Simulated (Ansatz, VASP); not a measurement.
One calculation of B, two programs

```
B
1.0
     1.88395    0.00000    0.00000
     0.00000    1.88395    0.00000
     0.00000    0.00000    1.88395
B
1
Cartesian
  0.0000 0.0000 0.0000
```

Alike in both runs: task single point; functional PBE; k mesh 19 × 19 × 19; occupations fermi-dirac, width 0.1 eV; no spin polarisation.

|  | VASP | Ansatz |
| --- | --- | --- |
| version | VASP 6.6.1 | Ansatz 0.2.0 |
| potentials or method | VASP PAW PBE potentials, release 64 (B), cutoff 520 eV | plane waves (420 eV) with PAW, scalar-relativistic |
| valence electrons in the cell | 3 | 3 |

```tsv
	VASP	Ansatz	Ansatz less VASP
pressure (GPa)	0.3	0.2	-0.06
```

The functional is the same, so the differences come from potentials, cutoffs and numerics.
